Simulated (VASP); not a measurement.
LuSeBr, 3 atoms in the cell. Symmetry: P-6m2, No. 187, hexagonal system. The conventional cell has a = 4.524 Å, b = 4.524 Å, c = 5.532 Å, α = 90.00°, β = 90.00°, γ = 120.00°. Lu (site symmetry -6m2) has 3 Br at 2.61 Å within 3.4 Å. Se (site symmetry -6m2) has 6 Lu at 3.80 Å and 6 Br at 3.80 Å and 6 Se at 4.52 Å within 5.0 Å. Br (site symmetry -6m2) has 3 Lu at 2.61 Å within 3.4 Å. The cell was generated, and may not be a known phase.

| Property | Result |
| --- | --- |
| Program | VASP 6.6.1 |
| Task | relaxation of cell and atoms |
| Functional | PBE |
| Potentials or basis | VASP PAW PBE potentials, release 64 (Lu, Se, Br) |
| Cutoff | 600 eV |
| k mesh | 12 × 12 × 8 |
| Occupations | gaussian, width 0.1 eV |
| Spin | no spin polarisation |
| Dipole correction | no |
| Further INCAR settings | ALGO = Normal; EDIFF = 1e-06; IBRION = 2; EDIFFG = -0.01; NSW = 100; ISIF = 3 |

Potentials or basis: VASP PAW PBE potentials, release 64 (Lu, Se, Br).

Launch:

```bash
$ cat potpaw_PBE.64/Lu/POTCAR potpaw_PBE.64/Se/POTCAR potpaw_PBE.64/Br/POTCAR > POTCAR
$ mpirun -np 1 vasp_std > vasp.out
```

Hardware: 1 thread of AMD EPYC 9R45 96-Core Processor (Zen 5), on a shared host.

Q: How long does it take, and how much memory?

A: Run time: 30 min on 1 thread of AMD EPYC 9R45 96-Core Processor (Zen 5) (shared host), peak memory 0.47 GiB. Counts: scf iterations 147, k points 95, ion steps 13.
